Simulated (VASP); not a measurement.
Set up this calculation in VASP 6.6.1, as the native input.

```
Task                   : single point
Functional             : LDA
Potentials or basis    : VASP PAW LDA potentials, release 64 (Mg, O)
Cutoff                 : 600 eV
k mesh                 : 12 × 12 × 12
Occupations            : gaussian, width 0.01 eV
Spin                   : no spin polarisation
Dipole correction      : no
Further INCAR settings : ALGO = Normal; EDIFF = 1e-06; NBANDS = 11
```

The structure of MgO (CsCl type) lies in POSCAR:

```
MgO
1.0
    2.2919250544      0.0000000000      0.0000000000
    0.0000000000      2.2919250544      0.0000000000
    0.0000000000      0.0000000000      2.2919250544
Mg O
1 1
Direct
    0.0000000000      0.0000000000      0.0000000000
    0.5000000000      0.5000000000      0.5000000000
```

This cell differs from its parent crystal: volume scaled by 1.3.

These files were run (other wordings do the same):

INCAR

```
ALGO     = Normal         # electronic algorithm
EDIFF    = 1E-6           # SCF threshold, eV
ENCUT    = 600            # plane-wave cutoff, eV
GGA      = CA             # functional
GGA_COMPAT= False        
ISIF     = 2              # what is computed and relaxed
ISMEAR   = 0              # smearing method
LASPH    = True           # aspherical terms in the spheres
LCHARG   = False          # write CHGCAR
LREAL    = False          # projectors in reciprocal space
LWAVE    = False          # write WAVECAR
NBANDS   = 11             # bands
NELM     = 120            # most SCF steps
PREC     = Accurate       # precision mode
SIGMA    = 0.01           # smearing width, eV
```

KPOINTS

```
k-points
0
Gamma
  12 12 12
```

Potentials or basis: VASP PAW LDA potentials, release 64 (Mg, O).

Command:

```console
$ cat potpaw_LDA.64/Mg/POTCAR potpaw_LDA.64/O/POTCAR > POTCAR
$ mpirun -np 1 vasp_std > vasp.out
```

It gave:

The pressure is 129.1 GPa and the band gap on the k mesh is 6.17 eV, direct.

It took 4.1 s on 1 thread of Intel(R) Xeon(R) 6975P-C (Granite Rapids), on a shared host, peak memory 0.12 GiB.
